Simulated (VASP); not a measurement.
# Ge (Imma) in VASP: a series of runs, part 2 of 2

VASP 6.6.1. Earlier steps stand in the parts before.

**3. Single point, PBE (engineering shear strain xy -0.0800, normal strain along z -0.0100)**

Input file INCAR:

```
PREC = Accurate
ENCUT = 520
EDIFF = 1E-6
ISMEAR = 0
SIGMA = 0.15
LREAL = False
LASPH = True
NELM = 60
ALGO = Normal
ISIF = 2
LWAVE = False
LCHARG = False
GGA = PE
NBANDS = 21
```

Input file KPOINTS:

```
Automatic mesh
0
Gamma
  14 14 14
```

Input file POSCAR:

```
Ge
1.0
   -0.1152213909      2.8805347716      2.8517294239
    2.8805347716     -0.1152213909      2.8517294239
    2.7653133807      2.7653133807      0.0000000000
Ge
2
Direct
    0.5000000000      0.5000000000      0.5000000000
    0.7500000000      0.7500000000      0.7500000000
```

Potentials or basis: VASP PAW PBE potentials, release 64 (Ge_d).

Run with:

```
cat potpaw_PBE.64/Ge_d/POTCAR > POTCAR
mpirun -np 1 vasp_std > vasp.out
```

OUTCAR:

```text
PREC = Accurate
   ENCUT = 520
   EDIFF = 1E-6
   ISMEAR = 0
   LREAL = False
   LASPH = True
   NELM = 60
   ISIF = 2
   GGA = PE

 ion  position               nearest neighbor table
   1  0.500  0.500  0.500-   2 2.42   2 2.42   2 2.55   2 2.55
   2  0.750  0.750  0.750-   1 2.42   1 2.42   1 2.55   1 2.55

  LATTYP: Found a body centered orthorhombic cell.
 ALAT       =     3.9107436872
 B/A-ratio  =     1.0833333334
 C/A-ratio  =     1.4584077362

  Lattice vectors:

 A1 = (   0.1152213909,  -2.8805347716,  -2.8517294239)
 A2 = (  -0.1152213909,   2.8805347716,  -2.8517294239)
 A3 = (   2.8805347716,  -0.1152213909,   2.8517294239)

Analysis of symmetry for initial positions (statically):
=====================================================================
 Subroutine PRICEL returns:
 Original cell was already a primitive cell.

 Routine SETGRP: Setting up the symmetry group for a
 body centered orthorhombic supercell.

 Subroutine GETGRP returns: Found  8 space group operations
 (whereof  4 operations were pure point group operations)
 out of a pool of  8 trial point group operations.

The static configuration has the point symmetry C_2v.
 The point group associated with its full space group is D_2h.

Analysis of symmetry for dynamics (positions and initial velocities):
=====================================================================
 Subroutine PRICEL returns:
 Original cell was already a primitive cell.

 Routine SETGRP: Setting up the symmetry group for a
 body centered orthorhombic supercell.

 Subroutine GETGRP returns: Found  8 space group operations
 (whereof  4 operations were pure point group operations)
 out of a pool of  8 trial point group operations.

The dynamic configuration has the point symmetry C_2v.
 The point group associated with its full space group is D_2h.

 Subroutine INISYM returns: Found  8 space group operations
[... 111 lines left out ...]
   EFERMI =   0.00;   METHOD = LEGACY
   ISMEAR =     0;   SIGMA  =   0.15  broadening in eV -4-tet -1-fermi 0-gaus
   EFERMI_NEDOS =   21; number of points for ismear=-14 and -15
   IALGO  =     38    algorithm
   IMIX   =      4    mixing-type and parameters
     AMIX     =   0.40;   BMIX     =  1.00
     AMIX_MAG =   1.60;   BMIX_MAG =  1.00
  volume/ion in A,a.u.               =      23.62       159.42
  Fermi-wavevector in a.u.,A,eV,Ry     =   1.375090  2.598543 25.726883  1.890873
  Thomas-Fermi vector in A             =   2.500457
   LORBIT       =      0    0 simple, 1 ext, 2 COOP (PROOUT), +10 PAW based schemes
   GGA     = PE    functional components
   LHFCALC =     F    Hartree Fock is set to
   AEXX    =    0.0000 exact exchange contribution
   IVDW    =     0    specifies the selected vdW correction
   LEPSILON=     F    determine dielectric tensor
   LRPA    =     F    only Hartree local field effects (RPA)
 non-spin polarized calculation
 Gauss-broadening in eV      SIGMA  =   0.15
  energy-cutoff  :      520.00
  volume of cell :       47.25
 maximum number of plane-waves:      1290
   NGX = 15   NGY = 15   NGZ = 15

 number of electron      27.9999999 magnetization

 Free energy of the ion-electron system (eV)
  ---------------------------------------------------
  ext. energy  EPLUGINS =         0.00000000
  ---------------------------------------------------
  free energy    TOTEN  =        -8.96503699 eV

  energy without entropy =       -8.96406883  energy(sigma->0) =       -8.96455291

 E-fermi :   4.5381     XC(G=0):  -9.7256

 val. band max:        4.5277253554   @ k =  -0.0000  -0.0000   0.3571
 cond. band min:       4.5385190573   @ k =   0.0000   0.0000   0.0000
 fundamental gap:      0.0107937020
 Fermi energy:         4.5381379524

 k-point     1 :       0.0000    0.0000    0.0000
  band No.  band energies     occupation
      1     -20.2210      2.00000
      2     -20.1863      2.00000
      3     -20.1521      2.00000
      4     -20.1488      2.00000
      5     -20.1451      2.00000
      6     -19.9982      2.00000
[... 565 lines left out ...]
     20      13.6636      0.00000
     21      14.5442      0.00000

 [... further k-points ...]

------------------------ aborting loop because EDIFF is reached ----------------------------------------

  FORCE on cell =-STRESS in cart. coord.  units (eV):
  Direction    XX          YY          ZZ          XY          YZ          ZX
  --------------------------------------------------------------------------------------
  -------------------------------------------------------------------------------------
  Total        0.3165363      0.3165363      0.4400192      1.7641228      0.0000000      0.0000000
  in kB       10.7335899     10.7335899     14.9208340     59.8205305      0.0000000      0.0000000
  external PRESSURE =      12.1293380 kB  Pullay stress =       0.0000000 kB

 VOLUME and BASIS-vectors are now :
 -----------------------------------------------------------------------------
  energy-cutoff  :      520.00
  volume of cell :       47.25
      direct lattice vectors                 reciprocal lattice vectors
    -0.115221391  2.880534772  2.851729424    -0.166902769  0.166902769  0.175332202
     2.880534772 -0.115221391  2.851729424     0.166902769 -0.166902769  0.175332202
     2.765313381  2.765313381  0.000000000     0.180811334  0.180811334 -0.175332202

 POSITION                                       TOTAL-FORCE (eV/Angst)
 -----------------------------------------------------------------------------------
      2.76531      2.76531      2.85173         0.000000      0.000000     -0.631355
      4.14797      4.14797      4.27759        -0.000000     -0.000000      0.631355
 -----------------------------------------------------------------------------------
    total drift:                                0.000000     -0.000000      0.000000

  FREE ENERGIE OF THE ION-ELECTRON SYSTEM (eV)
  ---------------------------------------------------
  free  energy   TOTEN  =        -8.9650369903 eV

  energy  without entropy=       -8.9640688291  energy(sigma->0) =       -8.96455291
```

OSZICAR:

```text
N       E                     dE             d eps       ncg     rms          rms(c)
DAV:   1     0.193254813125E+03    0.19325E+03   -0.14720E+04 20156   0.360E+03
DAV:   2     0.193073190464E+02   -0.17395E+03   -0.16850E+03 18071   0.619E+02
DAV:   3    -0.809045735562E+01   -0.27398E+02   -0.27219E+02 20574   0.144E+02
DAV:   4    -0.902909186854E+01   -0.93863E+00   -0.93813E+00 20266   0.313E+01
DAV:   5    -0.904467699792E+01   -0.15585E-01   -0.15585E-01 20466   0.449E+00    0.304E+00
DAV:   6    -0.899058516174E+01    0.54092E-01   -0.22322E-02 20673   0.161E+00    0.180E+00
DAV:   7    -0.896333369446E+01    0.27251E-01   -0.54739E-02 21636   0.216E+00    0.157E-01
DAV:   8    -0.896482144330E+01   -0.14877E-02   -0.70638E-03 20626   0.931E-01    0.631E-02
DAV:   9    -0.896496844768E+01   -0.14700E-03   -0.34546E-04 21004   0.248E-01    0.312E-02
DAV:  10    -0.896503290732E+01   -0.64460E-04   -0.81507E-05 22999   0.736E-02    0.494E-03
DAV:  11    -0.896503645042E+01   -0.35431E-05   -0.71727E-06 17846   0.298E-02    0.200E-03
DAV:  12    -0.896503699029E+01   -0.53987E-06   -0.49553E-07 13828   0.530E-03
   1 F= -.89650370E+01 E0= -.89645529E+01  d E =-.968161E-03
```

Wall time 3 min (1 thread of Intel Xeon 6975P-C (Granite Rapids), shared host); peak memory 0.42 GiB.

Results:

| Quantity | Value |
| --- | --- |
| Free energy | -8.9650 eV |
| Pressure | 1.2 GPa |
| Largest force | 0.631 eV/Å |
| Band gap on the k mesh | zero (bands 14 and 15 overlap by 0.25 eV) |

Forces on the atoms (eV/Å):
```
Ge   0.000  0.000 -0.631
Ge   0.000  0.000  0.631
```

Caveat: the cell differs from its parent crystal (engineering shear strain xy -0.0800, normal strain along z -0.0100); semilocal functionals underestimate gaps, and a narrow one can read as zero.

The gap in the log of VASP goes by the Fermi energy; the results here count the filled bands.